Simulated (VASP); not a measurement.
Ti8ClO16: single point with PBE+D3(BJ)

System: Ti8ClO16, a slab with vacuum.

```xyz
25
Lattice="7.5747 0.0000 0.0000 -1.8937 5.1467 0.0000 0.0000 0.0000 23.8679" Properties=species:S:1:pos:R:3 pbc="T T T"
O     0.0000    3.2456    8.0000
O     3.7874    3.2456    8.0000
O     1.8937    1.0207    8.8804
O     5.6811    1.0207    8.8804
O     1.8937    4.6881    9.4658
O     5.6811    4.6881    9.4658
O     0.0000    2.4632   10.3462
O     3.7874    2.4632   10.3462
O    -0.0268    4.6330   11.5705
O     3.7829    4.6372   11.5526
O     1.9010    2.3068   12.3919
O     5.6904    2.3290   12.4416
O     3.7983    0.9138   13.3087
O    -0.0145    0.8715   13.2711
O     0.0816    3.8266   13.8737
O     3.7600    3.8751   13.8893
Ti    0.0000    1.3935    8.7329
Ti    3.7874    1.3935    8.7329
Ti    0.0000    4.3153    9.6133
Ti    3.7874    4.3153    9.6133
Ti    0.0129    2.7717   12.3619
Ti    3.7717    2.7296   12.4186
Ti    1.9428    0.3610   13.2032
Ti    5.6484    0.3700   13.0986
Cl    1.0680    1.2083   15.4001
```

```json
{"Program": "VASP 6.6.1", "Task": "single point", "Functional": "PBE", "Dispersion": "D3(BJ)", "Potentials or basis": "VASP PAW PBE potentials, release 64 (O, Ti_sv, Cl)", "Cutoff": "520 eV", "k mesh": "2 × 3 × 1", "Occupations": "gaussian, width 0.05 eV", "Spin": "collinear spin", "Starting moments": "[0.0, 0.0, 0.0, 0.0, 0.0, 0.0, 0.0, 0.0, 0.0, 0.0, 0.0, 0.0, 0.0, 0.34, 0.0, 0.0, 0.0, 0.0, 0.0, 0.0, 0.0, 0.0, 0.0, 0.0, 0.51] μB", "Dipole correction": "yes", "Further INCAR settings": "LREAL = Auto; ALGO = Normal; EDIFF = 1e-06; NBANDS = 122"}
```

| Item | Value |
| --- | --- |
| Largest force | 4.563 eV/Å |
| Band gap on the k mesh | 0.46 eV (least direct gap 0.47 eV) |
| Net moment | 1.00 μB per cell |
| Site moments | O +0.00, +0.01, +0.29, -0.00 (each value once); Ti +0.00, -0.00, -0.01 (each value once); Cl +0.46 μB |
| Valence electrons inside the program's atomic spheres | O 4.94, 5.07, 5.08, 5.04, 5.02, 5.05, 5.06, 4.99, 5.01 (each value once); Ti 10.18, 10.19, 10.26, 10.24, 10.22, 10.31, 10.40 (each value once); Cl 5.00 |
| Dispersion energy per atom | -0.159 eV |

Forces in eV/Å, atoms in the order of the input:
```
O   -0.005 -1.553  1.024
O   -0.003 -1.519  1.038
O   -0.025  0.213 -1.101
O    0.023  0.224 -1.091
O   -0.009  0.287  0.110
O   -0.030  0.308  0.068
O    0.002 -0.901 -0.110
O    0.051 -0.801  0.073
O   -0.009  0.003 -0.040
O   -0.009 -0.026 -0.071
O   -0.012  0.002 -0.011
O   -0.008  0.000  0.000
O   -0.014 -0.007  0.016
O    0.009 -0.008  0.023
O   -0.001 -0.045  0.131
O   -0.005 -0.021  0.109
Ti   0.018  4.012  1.933
Ti  -0.003  4.085  2.034
Ti  -0.024 -2.037 -1.845
Ti   0.025 -2.306 -2.282
Ti  -0.017 -0.082 -0.051
Ti   0.028 -0.016 -0.062
Ti  -0.030  0.119  0.070
Ti   0.036  0.080  0.055
Cl   0.010 -0.011 -0.019
```

Levels at points of the mesh, in eV from the valence-band top:
Spin up:
| k point | band 98 | band 99 | band 100 | band 101 | band 102 | band 103 |
| --- | --- | --- | --- | --- | --- | --- |
| (0.00, 0.00, 0.00) | -0.30 | -0.22 | 0.00 | 2.08 | 2.65 | 2.73 |
| (0.50, 0.00, 0.00) | -0.29 | -0.13 | -0.12 | 2.62 | 2.64 | 2.83 |
Spin down:
```csv
k point,band 95,band 96,band 97,band 98,band 99,band 100,band 101,band 102,band 103,band 104
"(0.00, 0.00, 0.00)",-0.54,-0.32,-0.30,-0.22,0.00,0.47,2.09,2.66,2.73,2.81
"(0.50, 0.00, 0.00)",-0.53,-0.29,-0.28,-0.12,-0.11,0.46,2.62,2.64,2.84,2.86
```

Run time: 16 min on 4 MPI ranks on Intel(R) Xeon(R) Platinum 8488C (Sapphire Rapids), with other jobs on the host, peak memory 0.88 GiB a rank.

Caveat: the k points lie up to 0.44 Å⁻¹ apart.
